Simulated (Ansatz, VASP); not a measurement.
Two plane-wave programs on As

INCAR

```
PREC = Accurate
ENCUT = 520
EDIFF = 1E-8
ISMEAR = -1
SIGMA = 0.03
LREAL = False
LASPH = True
NELM = 60
ALGO = Normal
ISIF = 2
LWAVE = False
LCHARG = False
GGA = PE
LEFG = True
NBANDS = 12
```

KPOINTS

```
regular mesh
0
Gamma
  11 11 11
```

The input POSCAR:

```
As
1.0
    1.8607607910      1.0743107436      3.4505577946
   -1.8607607910      1.0743107436      3.4505577946
    0.0000000000     -2.1486214872      3.4505577946
As
2
Direct
    0.2275400000      0.2275400000      0.2275400000
    0.7724600000      0.7724600000      0.7724600000
```

Input for Ansatz:

```yaml
crystal:
  lattice:
    - [1.860760791, 1.0743107436, 3.4505577946]
    - [-1.860760791, 1.0743107436, 3.4505577946]
    - [0.0, -2.1486214872, 3.4505577946]
  atoms:
    - { symbol: As, position: [0.22754, 0.22754, 0.22754] }
    - { symbol: As, position: [0.77246, 0.77246, 0.77246] }
kpoints:
  mp_grid: { grid: [11, 11, 11] }
scf:
  occupations: { method: fermi_dirac, width: 0.03 }
hamiltonian:
  xc: pbe
  pseudopotentials: { kind: paw }
output:
  forces: true
  stress: true
  eigenvalues: true
  efg: { contact_densities: true }
```

Change from the starting cell: volume scaled by 0.97, PAW files.

Alike in both runs: task electric field gradients; functional PBE; k mesh 11 × 11 × 11; occupations fermi-dirac, width 0.03 eV; no spin polarisation.

|  | VASP | Ansatz |
| --- | --- | --- |
| version | VASP 6.6.1 | Ansatz 0.2.0 |
| potentials or method | VASP PAW PBE potentials, release 64 (As) | PAW with Ansatz's default frozen-core files, scalar-relativistic |
| plane-wave cutoff (eV) | 520 | 420 |
| valence electrons in the cell | 10 | 30 |

|  | VASP | Ansatz | Ansatz less VASP |
| --- | --- | --- | --- |
| pressure (GPa) | 6.7 | 6.3 | -0.37 |
| traceless stress, the component that is largest in VASP (GPa) | -1.43 | -1.32 | +0.108 |
| rms of the force components (eV/Å) | 0.286 | 0.249 | -0.0377 |
| size of Vzz on the site where it differs most (V/Å²) | 47.7 | 51.1 | +3.43 |

Atom by atom the forces differ by 0.038 eV/Å (rms over components). VASP's potentials hold 10 valence electrons a cell and Ansatz's 30, so a difference there can come from the potentials and not from the codes.
